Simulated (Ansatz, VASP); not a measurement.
**One calculation of Zr, two programs**

Contents of POSCAR:

```
Zr
1.0
    3.2320000000      0.0000000000      0.0000000000
   -1.6160000000      2.7989941050      0.0000000000
    0.0000000000      0.0000000000      5.1470000000
Zr
2
Direct
    0.6666666667      0.3333333333      0.7500000000
    0.3333333333      0.6666666667      0.2500000000
```

The input INCAR.step1:

```
SYSTEM = Zr
PREC = Accurate
ENCUT = 550
ISMEAR = -1
SIGMA = 0.05
LREAL = .False.
LASPH = .True.
NELM = 120
GGA = PE
ALGO = Normal
EDIFF = 1E-5
LWAVE = .True.
LCHARG = .False.
GGA_COMPAT = .False.
IBRION = 2
ISIF = 3
EDIFFG = -0.005
NELMIN = 4
NSW = 100
```

INCAR.step2

```
SYSTEM = Zr
PREC = Accurate
ENCUT = 550
EDIFF = 1E-7
ISMEAR = -1
SIGMA = 0.05
LREAL = .False.
LASPH = .True.
NELM = 120
ALGO = Normal
ISIF = 3
LWAVE = .False.
LCHARG = .False.
METAGGA = R2SCAN
LMIXTAU = .True.
IVDW = 12
VDW_S6 = 1.0
VDW_S8 = 0.78981345
VDW_A1 = 0.49484001
VDW_A2 = 5.73083694
IBRION = 2
NSW = 60
EDIFFG = -0.01
ISTART = 1
GGA_COMPAT = .False.
NELMIN = 4
```

KPOINTS

```
Automatic mesh
0
Gamma
  9 9 5
  0 0 0
```

input.yaml

```yaml
crystal:
  lattice:
    - [3.232, 0.0, 0.0]
    - [-1.616, 2.798994105, 0.0]
    - [0.0, 0.0, 5.147]
  atoms:
    - { symbol: Zr, position: [0.6666666667, 0.3333333333, 0.75] }
    - { symbol: Zr, position: [0.3333333333, 0.6666666667, 0.25] }
hamiltonian:
  xc: r2scan
  pseudopotentials: { kind: paw }
  dispersion: d3bj
kpoints:
  mp_grid: { grid: [9, 9, 5] }
scf:
  occupations: { method: fermi_dirac, width: 0.05 }
output:
  forces: true
  stress: true
relax:
  f_tol: 0.01
  max_steps: 40
  cell: { stress_tol: 0.05 }
```

Alike in both runs: task relaxation of cell and atoms; functional r2SCAN; dispersion D3(BJ); k mesh 9 × 9 × 5; occupations fermi-dirac, width 0.05 eV; no spin polarisation.

|  | VASP | Ansatz |
| --- | --- | --- |
| version | VASP 6.6.1 | Ansatz 0.2.0 |
| potentials or method | VASP PAW PBE potentials, release 64 (Zr_sv) | Ansatz PAW |
| plane-wave cutoff (eV) | 550 | 500 |
| valence electrons in the cell | 24 | 24 |

|  | VASP | Ansatz | Ansatz less VASP |
| --- | --- | --- | --- |
| relaxed volume (Å³/atom) | 23.06 | 23.07 | +0.007 |
| relaxed cell length with the largest relative difference (Å) | 5.137 | 5.138 | +0.0011 |

VASP's potentials were made for PBE, not for r2SCAN.

Noted on Ansatz's run: the plane-wave basis is chosen anew once the cell has moved, so the energies of steps on either side of that aren't comparable.
